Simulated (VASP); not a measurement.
# N (P-1) in VASP: notebook, part 2 of 2

VASP 6.6.1. Earlier steps stand in the parts before.

**5. Single point, LDA (the part above a cut slid along it)**

Contents of INCAR:

```
PREC     = Accurate       # precision mode
ENCUT    = 520            # plane-wave cutoff, eV
EDIFF    = 1E-7           # SCF threshold, eV
ISMEAR   = 0              # smearing method
SIGMA    = 0.05           # smearing width, eV
LREAL    = F              # projectors in reciprocal space
LASPH    = T              # aspherical terms in the spheres
NELM     = 100            # most SCF steps
ALGO     = Normal         # electronic algorithm
ISIF     = 2              # what is computed and relaxed
LWAVE    = F              # write WAVECAR
LCHARG   = F              # write CHGCAR
NBANDS   = 30             # bands
```

Contents of KPOINTS:

```
regular mesh
0
Gamma
  7 7 2
```

Contents of POSCAR:

```
N
1.0
   -3.5269202438      0.0000000000      0.0000000000
   -1.7634601219     -3.0544025283      0.0000000000
   -0.7347750508      1.2726677201     16.8505029787
N
8
Direct
    0.0244597771      0.6422068896      0.7412965349
    0.1932295041      0.4734371626      0.3362491902
    0.0515128451      0.6151538215      0.6763691717
    0.2202825721      0.4463840946      0.2713218270
    0.6109477009      0.7223856324      0.1337255178
    0.4421779739      0.8911553594      0.5387728626
    0.6380007689      0.6953325644      0.0687981546
    0.4692310419      0.8641022914      0.4738454993
```

Launch:

```console
$ cat potpaw_LDA.64/N/POTCAR > POTCAR
$ mpirun -np 1 vasp_std > vasp.out
```

Run time: 4.9 min. Hardware: 1 thread of Intel Xeon Platinum 8488C (Sapphire Rapids), shared host; peak memory 0.34 GiB.

It converged, with:

```yaml
Free_energy: -70.2833 eV
Pressure: 1.8 GPa
Largest_force: 1.534 eV/Å
Band_gap_on_the_k_mesh: 6.62 eV (least direct gap 6.78 eV)
```

Forces on the atoms (eV/Å):
```
N    0.000  0.000  1.511
N    0.000  0.000  1.532
N    0.000  0.000 -1.511
N    0.000  0.000 -1.534
N    0.000  0.000  1.511
N    0.000  0.000  1.534
N    0.000  0.000 -1.511
N    0.000  0.000 -1.532
```

Stress tensor (GPa, compression positive):
```
-0.18  0.00  0.00
 0.00 -0.18  0.00
 0.00  0.00  5.76
```

Levels at points of the mesh, in eV from the valence-band top:
| k point | band 16 | band 17 | band 18 | band 19 | band 20 | band 21 | band 22 | band 23 | band 24 | band 25 |
| --- | --- | --- | --- | --- | --- | --- | --- | --- | --- | --- |
| (0.00, 0.00, 0.00) | -1.70 | -1.62 | -1.04 | -0.45 | -0.01 | 8.04 | 8.04 | 8.18 | 8.18 | 8.34 |
| (0.00, 0.00, 0.50) | -1.70 | -1.62 | -1.04 | -0.44 | -0.01 | 8.04 | 8.04 | 8.18 | 8.18 | 8.34 |

Caveat: the cell differs from its parent crystal (the part above a cut slid along it); the standard files for N, O and F lose accuracy on very short bonds; the stress differs along the axes, from -0 to 6 GPa; forces of over 1 eV/Å act on the atoms, so gaps and moduli don't describe the material at rest. A k mesh can miss the band edges.

**6. Single point, LDA (the part above a cut slid along it)**

Contents of INCAR:

```
SYSTEM = N
PREC     = Accurate       ! precision mode
ENCUT    = 520            ! plane-wave cutoff, eV
EDIFF    = 1E-7           ! SCF threshold, eV
ISMEAR   = 0              ! smearing method
SIGMA    = 0.05           ! smearing width, eV
LREAL    = .FALSE.        ! projectors in reciprocal space
LASPH    = .TRUE.         ! aspherical terms in the spheres
NELM     = 60             ! most SCF steps
ALGO     = Normal         ! electronic algorithm
ISIF     = 2              ! what is computed and relaxed
LWAVE    = .FALSE.        ! write WAVECAR
LCHARG   = .TRUE.         ! write CHGCAR
LELF     = .TRUE.         ! ELF
LVHAR    = .TRUE.       
NBANDS   = 30             ! bands
```

Contents of KPOINTS:

```
regular mesh
0
G
  7 7 2
  0 0 0
```

Contents of POSCAR:

```
N
1.0
   -3.5269202438      0.0000000000      0.0000000000
   -1.7634601219     -3.0544025283      0.0000000000
   -0.1469550102      0.2545335440     16.8505029787
N
8
Direct
    0.2715586221      0.3951080446      0.7412965349
    0.3053125675      0.3613540992      0.3362491902
    0.2769692357      0.3896974310      0.6763691717
    0.3107231811      0.3559434856      0.2713218270
    0.6555228735      0.6778104598      0.1337255178
    0.6217689281      0.7115644052      0.5387728626
    0.6609334871      0.6723998462      0.0687981546
    0.6271795417      0.7061537916      0.4738454993
```

Potentials or basis: VASP PAW LDA potentials, release 64 (N).

Launch:

```console
$ cat potpaw_LDA.64/N/POTCAR > POTCAR
$ mpirun -np 1 vasp_std > vasp.out
```

OUTCAR:

```text
SYSTEM = N
   PREC = Accurate
   ENCUT = 520
   EDIFF = 1E-7
   ISMEAR = 0
   LREAL = .FALSE.
   LASPH = .TRUE.
   NELM = 60
   ISIF = 2

 ion  position               nearest neighbor table
   1  0.272  0.395  0.741-   3 1.09
   2  0.305  0.361  0.336-   4 1.09
   3  0.277  0.390  0.676-   1 1.09
   4  0.311  0.356  0.271-   2 1.09
   5  0.656  0.678  0.134-   7 1.09
   6  0.622  0.712  0.539-   8 1.09
   7  0.661  0.672  0.069-   5 1.09
   8  0.627  0.706  0.474-   6 1.09

  LATTYP: Found a base centered monoclinic cell.
 ALAT       =     3.5269202438
 B/A-ratio  =     1.7320508076
 C/A-ratio  =     4.7784085941
 COS(beta)  =    -0.0174395579

  Lattice vectors:

 A1 = (  -1.7634601219,  -3.0544025283,   0.0000000000)
 A2 = (   3.5269202438,   0.0000000000,   0.0000000000)
 A3 = (  -0.1469550102,   0.2545335440,  16.8505029787)

Analysis of symmetry for initial positions (statically):
=====================================================================
 Subroutine PRICEL returns:
 Original cell was already a primitive cell.

 Routine SETGRP: Setting up the symmetry group for a
 base centered monoclinic supercell.

 Subroutine GETGRP returns: Found  2 space group operations
 (whereof  1 operations were pure point group operations)
 out of a pool of  4 trial point group operations.

The static configuration has the point symmetry C_1 .
 The point group associated with its full space group is S_2 .

Analysis of symmetry for dynamics (positions and initial velocities):
=====================================================================
 Subroutine PRICEL returns:
 Original cell was already a primitive cell.

 Routine SETGRP: Setting up the symmetry group for a
 base centered monoclinic supercell.

 Subroutine GETGRP returns: Found  2 space group operations
 (whereof  1 operations were pure point group operations)
[... 139 lines left out ...]
   LORBIT       =      0    0 simple, 1 ext, 2 COOP (PROOUT), +10 PAW based schemes
   GGA     = CA    functional components
   LHFCALC =     F    Hartree Fock is set to
   AEXX    =    0.0000 exact exchange contribution
   IVDW    =     0    specifies the selected vdW correction
   LEPSILON=     F    determine dielectric tensor
   LRPA    =     F    only Hartree local field effects (RPA)
 non-spin polarized calculation
 Gauss-broadening in eV      SIGMA  =   0.05
  energy-cutoff  :      520.00
  volume of cell :      181.52
 maximum number of plane-waves:      4958
 NGX is ok and might be reduce to    28
   NGX = 13   NGY = 13   NGZ = 63

 number of electron      39.9999995 magnetization

 Free energy of the ion-electron system (eV)
  ---------------------------------------------------
  ext. energy  EPLUGINS =         0.00000000
  ---------------------------------------------------
  free energy    TOTEN  =       -70.28331932 eV

  energy without entropy =      -70.28331932  energy(sigma->0) =      -70.28331932

 E-fermi :  -6.1427     XC(G=0):  -6.7081

 val. band max:       -6.4417350472   @ k =   0.0000   0.1429   0.0000
 cond. band min:       0.1826940754   @ k =   0.1429  -0.4286  -0.0000
 fundamental gap:      6.6244291226
 Fermi energy:        -6.1427382442

 k-point     1 :       0.0000    0.0000    0.0000
  band No.  band energies     occupation
      1     -25.2301      2.00000
      2     -25.2128      2.00000
      3     -25.1952      2.00000
      4     -25.1857      2.00000
      5     -10.8575      2.00000
      6     -10.5496      2.00000
[... 781 lines left out ...]
     29       5.6874      0.00000
     30       6.1257      0.00000

 [... further k-points ...]

------------------------ aborting loop because EDIFF is reached ----------------------------------------

  FORCE on cell =-STRESS in cart. coord.  units (eV):
  Direction    XX          YY          ZZ          XY          YZ          ZX
  --------------------------------------------------------------------------------------
  -------------------------------------------------------------------------------------
  Total       -0.2086018     -0.2087621      6.5202481      0.0001121     -0.0001467      0.0000864
  in kB       -1.8411699     -1.8425847     57.5492842      0.0009894     -0.0012949      0.0007628
  external PRESSURE =      17.9551765 kB  Pullay stress =       0.0000000 kB

 VOLUME and BASIS-vectors are now :
 -----------------------------------------------------------------------------
  energy-cutoff  :      520.00
  volume of cell :      181.52
      direct lattice vectors                 reciprocal lattice vectors
    -3.526920244  0.000000000  0.000000000    -0.283533488  0.163698136 -0.004945451
    -1.763460122 -3.054402528  0.000000000     0.000000000 -0.327396272  0.004945451
    -0.146955010  0.254533544 16.850502979     0.000000000  0.000000000  0.059345410

 POSITION                                       TOTAL-FORCE (eV/Angst)
 -----------------------------------------------------------------------------------
     -1.76346     -1.01813     12.49122        -0.000028     -0.000018      1.510607
     -1.76346     -1.01813      5.66597         0.000006     -0.000013      1.532059
     -1.76346     -1.01813     11.39716         0.000008      0.000011     -1.511327
     -1.76346     -1.01813      4.57191        -0.000023      0.000003     -1.533483
     -3.52692     -2.03627      2.25334        -0.000008     -0.000011      1.511327
     -3.52692     -2.03627      9.07859         0.000023     -0.000003      1.533483
     -3.52692     -2.03627      1.15928         0.000028      0.000018     -1.510607
     -3.52692     -2.03627      7.98453        -0.000006      0.000013     -1.532059
 -----------------------------------------------------------------------------------
    total drift:                               -0.000001      0.000005      0.000043

  FREE ENERGIE OF THE ION-ELECTRON SYSTEM (eV)
  ---------------------------------------------------
  free  energy   TOTEN  =       -70.2833193231 eV

  energy  without entropy=      -70.2833193231  energy(sigma->0) =      -70.28331932
```

stdout:

```text
POSCAR found type information on POSCAR N
 POSCAR found :  1 types and       8 ions
 scaLAPACK will be used
 LDA part: xc-table for (Slater(with rela. corr.)+CA(PZ))
 , standard interpolation
 POSCAR, INCAR and KPOINTS ok, starting setup
 FFT: planning ... GRIDC
 FFT: planning ... GRID_SOFT
 FFT: planning ... GRID
 WAVECAR not read
 entering main loop
```

It took 5 min on 1 thread of Intel Xeon Platinum 8488C (Sapphire Rapids), shared host; peak memory 0.34 GiB.

Results:

- Free energy: -70.2833 eV
- Pressure: 1.8 GPa
- Largest force: 1.533 eV/Å
- Band gap on the k mesh: 6.62 eV (least direct gap 6.78 eV)

Forces in eV/Å, atoms in the order of the input:
```
N    0.000  0.000  1.511
N    0.000  0.000  1.532
N    0.000  0.000 -1.511
N    0.000  0.000 -1.533
N    0.000  0.000  1.511
N    0.000  0.000  1.533
N    0.000  0.000 -1.511
N    0.000  0.000 -1.532
```

Caveat: the cell differs from its parent crystal (the part above a cut slid along it); the standard files for N, O and F lose accuracy on very short bonds; the stress differs along the axes, from -0 to 6 GPa; forces of over 1 eV/Å act on the atoms, so gaps and moduli don't describe the material at rest. A k mesh can miss the band edges.

**7. Overview**

| cell | gap on the mesh (eV) | pressure (GPa) | largest force (eV/Å) |
| --- | --- | --- | --- |
| a = 3.527, b = 3.527, c = 13.963 Å, angles 91.2, 88.8, 60.0°, 8 atoms | 6.40 | 2.2 | 1.53 |
| a = 3.527, b = 3.527, c = 14.028 Å, angles 93.0, 87.0, 60.0°, 8 atoms | 6.37 | 2.4 | 1.55 |
| a = 3.527, b = 3.527, c = 13.978 Å, angles 91.8, 88.2, 60.0°, 8 atoms | 6.38 | 2.3 | 1.53 |
| a = 3.527, b = 3.527, c = 16.914 Å, angles 92.5, 87.5, 60.0°, 8 atoms | 6.62 | 1.8 | 1.53 |
| a = 3.527, b = 3.527, c = 16.853 Å, angles 90.5, 89.5, 60.0°, 8 atoms | 6.62 | 1.8 | 1.53 |

Alike in all rows: task single point; level LDA; potentials or basis VASP PAW LDA potentials, release 64 (N); no spin polarisation; k mesh 7 × 7 × 2; cutoff (eV) 520; smearing gaussian 0.05 eV.

Caveats: the standard files for N, O and F lose accuracy on very short bonds; forces of over 1 eV/Å act on the atoms, so gaps and moduli don't describe the material at rest; the stress differs along the axes, from -0 to 7 GPa (at least some runs); the stress differs along the axes, from -0 to 6 GPa (at least some runs).

Absolute energies hang on the potentials; compare differences alone.
